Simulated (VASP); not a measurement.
# BiTe (Fm-3m) in VASP: settings compared, part 2 of 2

VASP 6.6.1. Earlier steps stand in the parts before.

## (4) Single point, PBEsol

File INCAR:

```
ALGO = Normal
EDIFF = 1E-6
ENCUT = 500
GGA = PS
GGA_COMPAT = F
ISIF = 2
ISMEAR = -1
LASPH = T
LCHARG = F
LREAL = F
LWAVE = F
NBANDS = 18
NELM = 120
PREC = Accurate
SIGMA = 0.03
```

File KPOINTS:

```
k-points
0
Gamma
  4 4 4
```

File POSCAR:

```
BiTe
1.0
    0.0000000000      3.2350000000      3.2350000000
    3.2350000000      0.0000000000      3.2350000000
    3.2350000000      3.2350000000      0.0000000000
Bi Te
1 1
Direct
    0.0000000000      0.0000000000      0.0000000000
    0.5000000000      0.5000000000      0.5000000000
```

Potentials or basis: VASP PAW PBE potentials, release 64 (Bi_d, Te).

The run is started by

```console
$ cat potpaw_PBE.64/Bi_d/POTCAR potpaw_PBE.64/Te/POTCAR > POTCAR
$ mpirun -np 1 vasp_std > vasp.out
```

OUTCAR:

```text
EDIFF = 1E-6
   ENCUT = 500
   GGA = PS
   ISIF = 2
   ISMEAR = -1
   LASPH = T
   LREAL = F
   NELM = 120
   PREC = Accurate

 ion  position               nearest neighbor table
   1  0.000  0.000  0.000-   2 3.23   2 3.23   2 3.23   2 3.23   2 3.23   2 3.23
   2  0.500  0.500  0.500-   1 3.23   1 3.23   1 3.23   1 3.23   1 3.23   1 3.23

  LATTYP: Found a face centered cubic cell.
 ALAT       =     6.4700000000

  Lattice vectors:

 A1 = (   0.0000000000,   3.2350000000,   3.2350000000)
 A2 = (   3.2350000000,   0.0000000000,   3.2350000000)
 A3 = (   3.2350000000,   3.2350000000,   0.0000000000)

Analysis of symmetry for initial positions (statically):
=====================================================================
 Subroutine PRICEL returns:
 Original cell was already a primitive cell.

 Routine SETGRP: Setting up the symmetry group for a
 face centered cubic supercell.

 Subroutine GETGRP returns: Found 48 space group operations
 (whereof 48 operations were pure point group operations)
 out of a pool of 48 trial point group operations.

The static configuration has the point symmetry O_h .

Analysis of symmetry for dynamics (positions and initial velocities):
=====================================================================
 Subroutine PRICEL returns:
 Original cell was already a primitive cell.

 Routine SETGRP: Setting up the symmetry group for a
 face centered cubic supercell.

 Subroutine GETGRP returns: Found 48 space group operations
 (whereof 48 operations were pure point group operations)
 out of a pool of 48 trial point group operations.

The dynamic configuration has the point symmetry O_h .

[... 91 lines left out ...]
   PSTRESS=    0.0 pullay stress
   NELECT =      21.0000    total number of electrons
   NUPDOWN=      -1.0000    fix difference up-down
   EMIN   =  10.00;   EMAX   =-10.00  energy-range for DOS
   EFERMI =   0.00;   METHOD = LEGACY
   ISMEAR =    -1;   SIGMA  =   0.03  broadening in eV -4-tet -1-fermi 0-gaus
   EFERMI_NEDOS =   21; number of points for ismear=-14 and -15
   IALGO  =     38    algorithm
   IMIX   =      4    mixing-type and parameters
     AMIX     =   0.40;   BMIX     =  1.00
     AMIX_MAG =   1.60;   BMIX_MAG =  1.00
  volume/ion in A,a.u.               =      33.86       228.46
  Fermi-wavevector in a.u.,A,eV,Ry     =   1.108146  2.094092 16.707785  1.227988
  Thomas-Fermi vector in A             =   2.244669
   LORBIT       =      0    0 simple, 1 ext, 2 COOP (PROOUT), +10 PAW based schemes
   GGA     = PS    functional components
   LHFCALC =     F    Hartree Fock is set to
   AEXX    =    0.0000 exact exchange contribution
   IVDW    =     0    specifies the selected vdW correction
   LEPSILON=     F    determine dielectric tensor
   LRPA    =     F    only Hartree local field effects (RPA)
 non-spin polarized calculation
  energy-cutoff  :      500.00
  volume of cell :       67.71
 maximum number of plane-waves:      1759
 NGX is ok and might be reduce to    36
   NGX = 17   NGY = 17   NGZ = 17

 number of electron      21.0000001 magnetization

 Free energy of the ion-electron system (eV)
  ---------------------------------------------------
  ext. energy  EPLUGINS =         0.00000000
  ---------------------------------------------------
  free energy    TOTEN  =        -8.00027414 eV

  energy without entropy =       -7.98745889  energy(sigma->0) =       -7.99386652

 E-fermi :   6.4571     XC(G=0):  -9.5857

 val. band max:        6.4134746100   @ k =  -0.2500   0.2500   0.0000
 cond. band min:       6.4748487330   @ k =  -0.2500   0.2500   0.0000
 fundamental gap:      0.0613741230
 Fermi energy:         6.4571059784

 k-point     1 :       0.0000    0.0000    0.0000
  band No.  band energies     occupation
      1     -16.5394      2.00000
      2     -16.5394      2.00000
      3     -16.5370      2.00000
      4     -16.5370      2.00000
      5     -16.5370      2.00000
      6      -7.0348      2.00000
[... 145 lines left out ...]
      5     -16.5263      2.00000
      6      -4.7295      2.00000
[... 10 lines left out ...]
     17      16.2484      0.00000
     18      17.2419      0.00000

------------------------ aborting loop because EDIFF is reached ----------------------------------------

  FORCE on cell =-STRESS in cart. coord.  units (eV):
  Direction    XX          YY          ZZ          XY          YZ          ZX
  --------------------------------------------------------------------------------------
  -------------------------------------------------------------------------------------
  Total       -0.7741005     -0.7741005     -0.7741005      0.0000000      0.0000000     -0.0000000
  in kB      -18.3170304    -18.3170304    -18.3170304      0.0000000      0.0000000     -0.0000000
  external PRESSURE =     -18.3170304 kB  Pullay stress =       0.0000000 kB

 VOLUME and BASIS-vectors are now :
 -----------------------------------------------------------------------------
  energy-cutoff  :      500.00
  volume of cell :       67.71
      direct lattice vectors                 reciprocal lattice vectors
     0.000000000  3.235000000  3.235000000    -0.154559505  0.154559505  0.154559505
     3.235000000  0.000000000  3.235000000     0.154559505 -0.154559505  0.154559505
     3.235000000  3.235000000  0.000000000     0.154559505  0.154559505 -0.154559505

 POSITION                                       TOTAL-FORCE (eV/Angst)
 -----------------------------------------------------------------------------------
      0.00000      0.00000      0.00000         0.000000     -0.000000      0.000000
      3.23500      3.23500      3.23500        -0.000000      0.000000     -0.000000
 -----------------------------------------------------------------------------------
    total drift:                               -0.000000      0.000000      0.000000

  FREE ENERGIE OF THE ION-ELECTRON SYSTEM (eV)
  ---------------------------------------------------
  free  energy   TOTEN  =        -8.0002741397 eV

  energy  without entropy=       -7.9874588927  energy(sigma->0) =       -7.99386652
```

OSZICAR:

```text
N       E                     dE             d eps       ncg     rms          rms(c)
DAV:   1     0.157976538378E+03    0.15798E+03   -0.98462E+03   288   0.108E+03
DAV:   2     0.427756871222E+01   -0.15370E+03   -0.14960E+03   306   0.292E+02
DAV:   3    -0.768797778854E+01   -0.11966E+02   -0.11550E+02   382   0.885E+01
DAV:   4    -0.801142767985E+01   -0.32345E+00   -0.32332E+00   348   0.154E+01
DAV:   5    -0.802583624691E+01   -0.14409E-01   -0.14408E-01   408   0.308E+00    0.600E+00
DAV:   6    -0.799974560893E+01    0.26091E-01   -0.79624E-02   410   0.189E+00    0.347E+00
DAV:   7    -0.800043382391E+01   -0.68821E-03   -0.17349E-02   358   0.767E-01    0.623E-01
DAV:   8    -0.800022846543E+01    0.20536E-03   -0.24177E-03   360   0.354E-01    0.680E-02
DAV:   9    -0.800027339113E+01   -0.44926E-04   -0.26147E-04   352   0.100E-01    0.328E-02
DAV:  10    -0.800027413972E+01   -0.74859E-06   -0.92725E-06   376   0.162E-02
   1 F= -.80002741E+01 E0= -.79938665E+01  d E =-.128152E-01
```

stdout:

```text
POSCAR found type information on POSCAR BiTe
 POSCAR found :  2 types and       2 ions
 scaLAPACK will be used
 -----------------------------------------------------------------------------
|                                                                             |
|                                                                             |
|     You enforced a specific xc type in the INCAR file but a different       |
|     I HOPE YOU KNOW WHAT YOU ARE DOING!                                     |
|                                                                             |
 -----------------------------------------------------------------------------

 LDA part: xc-table for (Slater+PW92), standard interpolation
 POSCAR, INCAR and KPOINTS ok, starting setup
 FFT: planning ... GRIDC
 FFT: planning ... GRID_SOFT
 FFT: planning ... GRID
 WAVECAR not read
 entering main loop
```

Wall time 14 s (1 thread of AMD EPYC 7R43 (Zen 3), shared host); peak memory 0.17 GiB.

What came out:

```yaml
Free_energy: -8.0003 eV
Pressure: -1.8 GPa
```

Caveat: the k points lie up to 0.42 Å⁻¹ apart; the PAW data sets were made with another functional, which shifts forces and pressure a little; spin-orbit coupling is left out, which moves the levels of the heavy elements.

## (5) Single point, PBE

File INCAR:

```
ALGO = Normal
EDIFF = 1E-7
ENCUT = 520
GGA = PE
ISIF = 2
ISMEAR = 0
LASPH = T
LCHARG = F
LREAL = F
LWAVE = F
NBANDS = 18
NELM = 60
PREC = Accurate
SIGMA = 0.024
```

File KPOINTS:

```
k-points
0
Gamma
  7 7 7
```

POSCAR is that of step 4.

The run is started by

```console
$ cat potpaw_PBE.64/Bi_d/POTCAR potpaw_PBE.64/Te/POTCAR > POTCAR
$ mpirun -np 1 vasp_std > vasp.out
```

Wall time 30 s (1 thread of AMD EPYC 9R45 (Zen 5), shared host); peak memory 0.17 GiB.

The run converged. Its results:

```
Free energy : -7.1443 eV
Pressure    : 1.0 GPa
```

Levels at points of the mesh, in eV from the Fermi level:
| k point | band 8 | band 9 | band 10 | band 11 | band 12 | band 13 |
| --- | --- | --- | --- | --- | --- | --- |
| (0.00, 0.00, 0.00) | -2.58 | -2.58 | -2.58 | 2.12 | 2.12 | 2.12 |

Caveat: spin-orbit coupling is left out, which moves the levels of the heavy elements.

## (6) Single point, revPBE

This run uses another cell than the first one, of 35.21 Å³/atom, 1.040 times its volume.

File INCAR:

```
ALGO = Normal
EDIFF = 1E-6
ENCUT = 520
GGA = RE
ISIF = 2
ISMEAR = -1
LASPH = T
LCHARG = F
LREAL = F
LWAVE = F
NBANDS = 18
NELM = 60
PREC = Accurate
SIGMA = 0.05
```

KPOINTS is that of step 5.

File POSCAR:

```
BiTe
1.0
    0.0000000000      3.2776917755      3.2776917755
    3.2776917755      0.0000000000      3.2776917755
    3.2776917755      3.2776917755      0.0000000000
Bi Te
1 1
Direct
    0.0000000000      0.0000000000      0.0000000000
    0.5000000000      0.5000000000      0.5000000000
```

Potentials or basis: VASP PAW PBE potentials, release 64 (Bi_d, Te).

The run is started by

```console
$ cat potpaw_PBE.64/Bi_d/POTCAR potpaw_PBE.64/Te/POTCAR > POTCAR
$ mpirun -np 1 vasp_std > vasp.out
```

It took 23 s on 1 thread of AMD EPYC 9R45 (Zen 5), shared host; peak memory 0.17 GiB.

The run converged. Its results:

* Free energy: -6.5234 eV
* Pressure: -0.1 GPa

Levels at points of the mesh, in eV from the Fermi level:
```csv
k point,band 7,band 8,band 9,band 10,band 11,band 12,band 13,band 14
"(0.00, 0.00, 0.00)",-8.29,-2.48,-2.48,-2.48,2.04,2.04,2.04,4.70
```

Caveat: the PAW data sets were made with another functional, which shifts forces and pressure a little; spin-orbit coupling is left out, which moves the levels of the heavy elements.

## (7) Summary

```csv
level,cell,k mesh,cutoff (eV),smearing,grid for exact exchange (PRECFOCK),screening parameter,gap on the mesh (eV),pressure (GPa)
r2SCAN0,"a = 4.575 Å, angles 60.0°, 2 atoms",4 × 4 × 4,520,fermi-dirac 0.05 eV,Normal,-,none,-2.1
HSE06,"a = 4.665 Å, angles 60.0°, 2 atoms",4 × 4 × 4,520,fermi-dirac 0.05 eV,Normal,0.2079 1/Å,none,-3.7
PBEsol,"a = 4.575 Å, angles 60.0°, 2 atoms",4 × 4 × 4,500,fermi-dirac 0.03 eV,-,-,none,-1.8
PBE,"a = 4.575 Å, angles 60.0°, 2 atoms",7 × 7 × 7,520,gaussian 0.024 eV,-,-,none,1.0
revPBE,"a = 4.635 Å, angles 60.0°, 2 atoms",7 × 7 × 7,520,fermi-dirac 0.05 eV,-,-,none,-0.1
```

Alike in all rows: task single point; potentials or basis VASP PAW PBE potentials, release 64 (Bi_d, Te); no spin polarisation.

Caveats: some runs use coarse meshes; spin-orbit coupling is left out, which moves the levels of the heavy elements; the PAW data sets were made with another functional, which shifts forces and pressure a little (some runs).

Total energies depend on the potentials used, so only differences within one code and one set of settings carry meaning.
